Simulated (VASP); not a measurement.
Set up this calculation in VASP 6.6.1, as the native input.

```
Task                   : relaxation of cell and atoms
Functional             : revPBE
Dispersion             : D3(BJ)
Potentials or basis    : VASP PAW PBE potentials, release 64 (Pt, Fe)
Cutoff                 : 600 eV
k mesh                 : 10 × 10 × 7
Occupations            : fermi-dirac, width 0.05 eV
Spin                   : collinear spin, ferromagnetic start
Starting moments       : [0.0, 3.0] μB
Dipole correction      : no
Further INCAR settings : ALGO = Normal; EDIFF = 1e-06; IBRION = 2; EDIFFG = -0.01; NSW = 80; ISIF = 3
```

The structure of FePt (Tetraferroplatinum) lies in POSCAR:

```
FePt
1.0
    2.7235000000      0.0000000000      0.0000000000
    0.0000000000      2.7235000000      0.0000000000
    0.0000000000      0.0000000000      3.7200000000
Pt Fe
1 1
Direct
    0.5000000000      0.5000000000      0.5000000000
    0.0000000000      0.0000000000      0.0000000000
```

The input as run:

INCAR

```
SYSTEM = FePt
PREC = Accurate
ENCUT = 600
EDIFF = 1E-6
ISMEAR = -1
SIGMA = 0.05
LREAL = .FALSE.
LASPH = .TRUE.
NELM = 150
ALGO = Normal
ISIF = 3
LWAVE = .FALSE.
LCHARG = .FALSE.
ISPIN = 2
MAGMOM = 0 3
LORBIT = 11
LMAXMIX = 4
GGA = RE
IVDW = 12
IBRION = 2
NSW = 80
EDIFFG = -0.01
```

KPOINTS

```
Automatic mesh
0
G
  10 10 7
  0 0 0
```

Potentials or basis: VASP PAW PBE potentials, release 64 (Pt, Fe).

Run with:

```bash
$ cat potpaw_PBE.64/Pt/POTCAR potpaw_PBE.64/Fe/POTCAR > POTCAR
$ mpirun -np 1 vasp_std > vasp.out
```

Results of the run:

The relaxed volume is 13.43 Å³/atom, the relaxed cell is a = 2.698 Å, b = 2.698 Å, c = 3.690 Å, α = 90.00°, β = 90.00°, γ = 90.00° and the space group after relaxing (to 0.05 Å) is P4/mmm (No. 123). The energy gained by relaxing is 7.0 meV/atom, the ionic steps are 8 and the pressure after relaxing is 0.0 GPa. The net moment is 3.25 μB per cell. The site moments are Pt +0.33; Fe +2.89 μB. The valence electrons inside the program's atomic spheres are Pt 9.51; Fe 7.04 and the dispersion energy per atom is -1.045 eV.

Caveat: the PAW data sets were made with another functional, which shifts forces and pressure a little; pairwise dispersion overbinds metals, which lowers pressure and volume.

It took 5.8 min on 1 thread of Intel(R) Xeon(R) Platinum 8259CL CPU @ 2.50GHz (Skylake/Cascade Lake) (shared host), peak memory 0.24 GiB.
